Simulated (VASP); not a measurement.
# Rb (P6_3/mmc) in VASP: further runs, part 2 of 4

VASP 6.6.1. The steps go on from the part before.

## (3) Electric field gradients, PBE (95.16 Å³/atom)

This run uses another cell than the first one, of 95.16 Å³/atom.

File INCAR:

```
ALGO = Normal ; EDIFF = 1E-8
ENCUT = 520 ; GGA = PE
ISIF = 2 ; ISMEAR = -1
LASPH = T ; LCHARG = F
LEFG = T ; LREAL = F
LWAVE = F ; NBANDS = 16
NELM = 100 ; PREC = Accurate
SIGMA = 0.03
```

File KPOINTS:

```
k-points
0
Gamma
  11 11 6
```

File POSCAR:

```
Rb
1.0
    5.1007145024      0.0000000000      0.0000000000
   -2.5503572512      4.4173483365      0.0000000000
    0.0000000000      0.0000000000      8.4465023350
Rb
2
Direct
    0.3333333333      0.6666666667      0.2500000000
    0.6666666667      0.3333333333      0.7500000000
```

Potentials or basis: VASP PAW PBE potentials, release 64 (Rb_sv).

Launch:

```
cat potpaw_PBE.64/Rb_sv/POTCAR > POTCAR
mpirun -np 1 vasp_std > vasp.out
```

OUTCAR:

```text
EDIFF = 1E-8
   ENCUT = 520
   GGA = PE
   ISIF = 2
   ISMEAR = -1
   LASPH = T
   LREAL = F
   NELM = 100
   PREC = Accurate

 ion  position               nearest neighbor table
   1  0.333  0.667  0.250-   2 5.15   2 5.15   2 5.15   2 5.15   2 5.15   2 5.15
   2  0.667  0.333  0.750-   1 5.15   1 5.15   1 5.15   1 5.15   1 5.15   1 5.15

  LATTYP: Found a hexagonal cell.
 ALAT       =     5.1007145024
 C/A-ratio  =     1.6559449330

  Lattice vectors:

 A1 = (   5.1007145024,   0.0000000000,   0.0000000000)
 A2 = (  -2.5503572512,   4.4173483365,   0.0000000000)
 A3 = (   0.0000000000,   0.0000000000,   8.4465023350)

Analysis of symmetry for initial positions (statically):
=====================================================================
 Subroutine PRICEL returns:
 Original cell was already a primitive cell.

 Routine SETGRP: Setting up the symmetry group for a
 hexagonal supercell.

 Subroutine GETGRP returns: Found 24 space group operations
 (whereof 12 operations were pure point group operations)
 out of a pool of 24 trial point group operations.

The static configuration has the point symmetry D_3d.
 The point group associated with its full space group is D_6h.

Analysis of symmetry for dynamics (positions and initial velocities):
=====================================================================
 Subroutine PRICEL returns:
 Original cell was already a primitive cell.

 Routine SETGRP: Setting up the symmetry group for a
 hexagonal supercell.

 Subroutine GETGRP returns: Found 24 space group operations
 (whereof 12 operations were pure point group operations)
 out of a pool of 24 trial point group operations.

The dynamic configuration has the point symmetry D_3d.
 The point group associated with its full space group is D_6h.

 Subroutine INISYM returns: Found 24 space group operations
 (whereof 12 operations are pure point group operations),
 and found     1 'primitive' translations

----------------------------------------------------------------------------------------

                                     Primitive cell

  volume of cell :     190.3135

  direct lattice vectors                    reciprocal lattice vectors
     5.100714502  0.000000000  0.000000000     0.196050965  0.113190077  0.000000000
    -2.550357251  4.417348336  0.000000000     0.000000000  0.226380155  0.000000000
     0.000000000  0.000000000  8.446502335     0.000000000  0.000000000  0.118392201

  length of vectors
     5.100714502  5.100714502  8.446502335     0.226380155  0.226380155  0.118392201

  position of ions in fractional coordinates (direct lattice)
     0.333333333  0.666666667  0.250000000
     0.666666667  0.333333333  0.750000000

  ion indices of the primitive-cell ions
   primitive index   ion index
                 1           1
                 2           2

----------------------------------------------------------------------------------------

 KPOINTS: k-points

Automatic generation of k-mesh.
[... 75 lines left out ...]
   TEBEG  =    0.0;   TEEND  =   0.0 temperature during run
   PSTRESS=    0.0 pullay stress
   NELECT =      18.0000    total number of electrons
   NUPDOWN=      -1.0000    fix difference up-down
   EMIN   =  10.00;   EMAX   =-10.00  energy-range for DOS
   EFERMI =   0.00;   METHOD = LEGACY
   ISMEAR =    -1;   SIGMA  =   0.03  broadening in eV -4-tet -1-fermi 0-gaus
   EFERMI_NEDOS =   21; number of points for ismear=-14 and -15
   IALGO  =     38    algorithm
   IMIX   =      4    mixing-type and parameters
     AMIX     =   0.40;   BMIX     =  1.00
     AMIX_MAG =   1.60;   BMIX_MAG =  1.00
  volume/ion in A,a.u.               =      95.16       642.15
  Fermi-wavevector in a.u.,A,eV,Ry     =   0.745892  1.409531  7.569663  0.556355
  Thomas-Fermi vector in A             =   1.841585
   LORBIT       =      0    0 simple, 1 ext, 2 COOP (PROOUT), +10 PAW based schemes
   GGA     = PE    functional components
   LHFCALC =     F    Hartree Fock is set to
   AEXX    =    0.0000 exact exchange contribution
   IVDW    =     0    specifies the selected vdW correction
   LEPSILON=     F    determine dielectric tensor
   LRPA    =     F    only Hartree local field effects (RPA)
 non-spin polarized calculation
  energy-cutoff  :      520.00
  volume of cell :      190.31
 maximum number of plane-waves:      5215
 NGX is ok and might be reduce to    40
   NGX = 19   NGY = 19   NGZ = 31

 number of electron      18.0000000 magnetization

 Free energy of the ion-electron system (eV)
  ---------------------------------------------------
  ext. energy  EPLUGINS =         0.00000000
  ---------------------------------------------------
  free energy    TOTEN  =        -1.87218256 eV

  energy without entropy =       -1.86507415  energy(sigma->0) =       -1.86862836

 E-fermi :  -0.0654     XC(G=0):  -5.3589

 val. band max:       -0.0818104211   @ k =   0.2727   0.1818   0.5000
 cond. band min:      -0.0533291756   @ k =   0.2727   0.0909   0.3333
 fundamental gap:      0.0284812456
 Fermi energy:        -0.0654115160

 k-point     1 :       0.0000    0.0000    0.0000
  band No.  band energies     occupation
      1     -29.0065      2.00000
      2     -29.0037      2.00000
      3     -13.1318      2.00000
      4     -13.0638      2.00000
      5     -13.0638      2.00000
      6     -13.0544      2.00000
[... 433 lines left out ...]
      3     -13.1166      2.00000
      4     -13.0900      2.00000
      5     -13.0869      2.00000
      6     -13.0721      2.00000
[... 8 lines left out ...]
     15       3.4182      0.00000
     16       3.8064      0.00000

 [... further k-points ...]

------------------------ aborting loop because EDIFF is reached ----------------------------------------

  FORCE on cell =-STRESS in cart. coord.  units (eV):
  Direction    XX          YY          ZZ          XY          YZ          ZX
  --------------------------------------------------------------------------------------
  -------------------------------------------------------------------------------------
  Total       -0.1273951     -0.1273951     -0.1173365      0.0000000     -0.0000000     -0.0000000
  in kB       -1.0724909     -1.0724909     -0.9878114      0.0000000     -0.0000000     -0.0000000
  external PRESSURE =      -1.0442644 kB  Pullay stress =       0.0000000 kB

 VOLUME and BASIS-vectors are now :
 -----------------------------------------------------------------------------
  energy-cutoff  :      520.00
  volume of cell :      190.31
      direct lattice vectors                 reciprocal lattice vectors
     5.100714502  0.000000000  0.000000000     0.196050965  0.113190077  0.000000000
    -2.550357251  4.417348336  0.000000000     0.000000000  0.226380155  0.000000000
     0.000000000  0.000000000  8.446502335     0.000000000  0.000000000  0.118392201

 POSITION                                       TOTAL-FORCE (eV/Angst)
 -----------------------------------------------------------------------------------
     -0.00000      2.94490      2.11163         0.000000     -0.000000      0.000000
      2.55036      1.47245      6.33488        -0.000000      0.000000     -0.000000
 -----------------------------------------------------------------------------------
    total drift:                               -0.000000      0.000000     -0.000000

  FREE ENERGIE OF THE ION-ELECTRON SYSTEM (eV)
  ---------------------------------------------------
  free  energy   TOTEN  =        -1.8721825610 eV

  energy  without entropy=       -1.8650741547  energy(sigma->0) =       -1.86862836

 Electric field gradients (V/A^2)
---------------------------------------------------------------------
 ion       V_xx      V_yy      V_zz      V_xy      V_xz      V_yz
---------------------------------------------------------------------
   1       0.655     0.655    -1.310     0.000     0.000    -0.000
   2       0.655     0.655    -1.310     0.000    -0.000     0.000
---------------------------------------------------------------------

 Electric field gradients after diagonalization (V/A^2)
 (convention: |V_zz| > |V_xx| > |V_yy|)
----------------------------------------------------------------------
 ion       V_xx      V_yy      V_zz     asymmetry (V_yy - V_xx)/ V_zz
----------------------------------------------------------------------
   1       0.655     0.655    -1.310       0.000
   2       0.655     0.655    -1.310       0.000
----------------------------------------------------------------------

           NMR quadrupolar parameters

 Cq : quadrupolar parameter    Cq=e*Q*V_zz/h
 eta: asymmetry parameters     (V_yy - V_xx)/ V_zz
 Q  : nuclear electric quadrupole moment in mb (millibarn)
----------------------------------------------------------------------
 ion       Cq(MHz)       eta       Q (mb)
----------------------------------------------------------------------
   1      -0.003       0.000       1.000
   2      -0.003       0.000       1.000
----------------------------------------------------------------------
```

It took 2.9 min on 1 thread of Intel Xeon Platinum 8375C at 2.90GHz (Ice Lake), shared host; peak memory 0.39 GiB.

Results:

| Quantity | Value |
| --- | --- |
| Free energy | -1.8722 eV |
| Pressure | -0.1 GPa |
| Band gap on the k mesh | zero (bands 9 and 10 overlap by 2.21 eV) |
| Largest electric field gradient by atom | Rb -1.3 V/Å² |

Electric field gradients, principal values (V/Å²):
```
atom  least  middle  greatest (by size)
1 Rb  0.655   0.655              -1.310
2 Rb  0.655   0.655              -1.310
```

Caveat: without QUAD_EFG the Cq values of the log hold for a quadrupole moment of 1 mb, not for the nuclei.

## (4) Electric field gradients, PBE (87.84 Å³/atom)

This run uses another cell than the first one, of 87.84 Å³/atom.

File INCAR:

```
SYSTEM = Rb
PREC     = Accurate       ! precision mode
ENCUT    = 520            ! plane-wave cutoff, eV
EDIFF    = 1E-8           ! SCF threshold, eV
ISMEAR   = -1             ! smearing method
SIGMA    = 0.03           ! smearing width, eV
LREAL    = .False.        ! projectors in reciprocal space
LASPH    = .True.         ! aspherical terms in the spheres
NELM     = 60             ! most SCF steps
ALGO     = Normal         ! electronic algorithm
ISIF     = 2              ! what is computed and relaxed
LWAVE    = .False.        ! write WAVECAR
LCHARG   = .False.        ! write CHGCAR
GGA      = PE             ! functional
LEFG     = .True.       
NBANDS   = 16             ! bands
```

File KPOINTS:

```
regular mesh
0
Gamma
  11 11 6
  0 0 0
```

File POSCAR:

```
Rb
1.0
    4.9664223205      0.0000000000      0.0000000000
   -2.4832111603      4.3010478955      0.0000000000
    0.0000000000      0.0000000000      8.2241218769
Rb
2
Direct
    0.3333333333      0.6666666667      0.2500000000
    0.6666666667      0.3333333333      0.7500000000
```

Potentials or basis: VASP PAW PBE potentials, release 64 (Rb_sv).

Launch:

```
cat potpaw_PBE.64/Rb_sv/POTCAR > POTCAR
mpirun -np 1 vasp_std > vasp.out
```

OUTCAR:

```text
SYSTEM = Rb
   PREC = Accurate
   ENCUT = 520
   EDIFF = 1E-8
   ISMEAR = -1
   LREAL = .False.
   LASPH = .True.
   NELM = 60
   ISIF = 2
   GGA = PE

 ion  position               nearest neighbor table
   1  0.333  0.667  0.250-   2 5.01   2 5.01   2 5.01   2 5.01   2 5.01   2 5.01
   2  0.667  0.333  0.750-   1 5.01   1 5.01   1 5.01   1 5.01   1 5.01   1 5.01

  LATTYP: Found a hexagonal cell.
 ALAT       =     4.9664223205
 C/A-ratio  =     1.6559449330

  Lattice vectors:

 A1 = (   4.9664223205,   0.0000000000,   0.0000000000)
 A2 = (  -2.4832111603,   4.3010478955,   0.0000000000)
[... 671 lines left out ...]
  free  energy   TOTEN  =        -1.8720394433 eV

  energy  without entropy=       -1.8650137575  energy(sigma->0) =       -1.86852660

 Electric field gradients (V/A^2)
---------------------------------------------------------------------
 ion       V_xx      V_yy      V_zz      V_xy      V_xz      V_yz
---------------------------------------------------------------------
   1       0.793     0.793    -1.586    -0.000    -0.000     0.000
   2       0.793     0.793    -1.586    -0.000     0.000    -0.000
---------------------------------------------------------------------

 Electric field gradients after diagonalization (V/A^2)
 (convention: |V_zz| > |V_xx| > |V_yy|)
----------------------------------------------------------------------
 ion       V_xx      V_yy      V_zz     asymmetry (V_yy - V_xx)/ V_zz
----------------------------------------------------------------------
   1       0.793     0.793    -1.586       0.000
   2       0.793     0.793    -1.586       0.000
----------------------------------------------------------------------

           NMR quadrupolar parameters

 Cq : quadrupolar parameter    Cq=e*Q*V_zz/h
 eta: asymmetry parameters     (V_yy - V_xx)/ V_zz
 Q  : nuclear electric quadrupole moment in mb (millibarn)
----------------------------------------------------------------------
 ion       Cq(MHz)       eta       Q (mb)
----------------------------------------------------------------------
   1      -0.004       0.000       1.000
   2      -0.004       0.000       1.000
----------------------------------------------------------------------
```

OSZICAR:

```text
N       E                     dE             d eps       ncg     rms          rms(c)
DAV:   1     0.113906010801E+03    0.11391E+03   -0.70157E+03  2048   0.860E+02
DAV:   2     0.986435568820E+01   -0.10404E+03   -0.10034E+03  2760   0.182E+02
DAV:   3    -0.897018617115E+00   -0.10761E+02   -0.10712E+02  2952   0.569E+01
DAV:   4    -0.186170680659E+01   -0.96469E+00   -0.96451E+00  3424   0.117E+01
DAV:   5    -0.186953535661E+01   -0.78286E-02   -0.78285E-02  2904   0.115E+00    0.181E+00
DAV:   6    -0.187028476844E+01   -0.74941E-03   -0.48828E-03  2936   0.357E-01    0.110E+00
DAV:   7    -0.187181222738E+01   -0.15275E-02   -0.55432E-03  2560   0.403E-01    0.674E-02
DAV:   8    -0.187200516324E+01   -0.19294E-03   -0.30553E-04  2992   0.102E-01    0.251E-02
DAV:   9    -0.187203790646E+01   -0.32743E-04   -0.34745E-05  3032   0.397E-02    0.773E-03
DAV:  10    -0.187203942546E+01   -0.15190E-05   -0.83912E-06  2720   0.154E-02    0.195E-03
DAV:  11    -0.187203941912E+01    0.63426E-08   -0.37393E-07  3160   0.325E-03    0.526E-04
DAV:  12    -0.187203945990E+01   -0.40781E-07   -0.33314E-08  2456   0.864E-04    0.220E-04
DAV:  13    -0.187203942414E+01    0.35753E-07   -0.39281E-09  1936   0.322E-04    0.111E-04
DAV:  14    -0.187203943972E+01   -0.15576E-07   -0.35568E-10  1584   0.118E-04    0.200E-05
DAV:  15    -0.187203944334E+01   -0.36225E-08   -0.90433E-11  1464   0.550E-05
   1 F= -.18720394E+01 E0= -.18685266E+01  d E =-.702569E-02
```

Wall time 61 s (1 thread of Intel Xeon 6975P-C (Granite Rapids), shared host); peak memory 0.38 GiB.

What came out:

* Free energy: -1.8720 eV
* Pressure: 0.1 GPa
* Band gap on the k mesh: zero (bands 9 and 10 overlap by 2.28 eV)
* Largest electric field gradient by atom: Rb -1.6 V/Å²

Levels at points of the mesh, in eV from the Fermi level:
```
           k point  band 5  band 6  band 7  band 8  band 9  band 10  band 11  band 12  band 13  band 14
(0.00, 0.00, 0.00)  -12.96  -12.94  -12.94  -12.94   -2.04     0.07     0.61     3.49     3.50     3.50
(0.00, 0.00, 0.50)  -12.95  -12.95  -12.95  -12.95   -1.37    -1.37     2.26     2.26     3.54     3.54
```

Electric field gradients, principal values (V/Å²):
```csv
atom,least,middle,greatest (by size)
1 Rb,0.793,0.793,-1.586
2 Rb,0.793,0.793,-1.586
```

Caveat: without QUAD_EFG the Cq values of the log hold for a quadrupole moment of 1 mb, not for the nuclei.

[end of part 2 of 4]
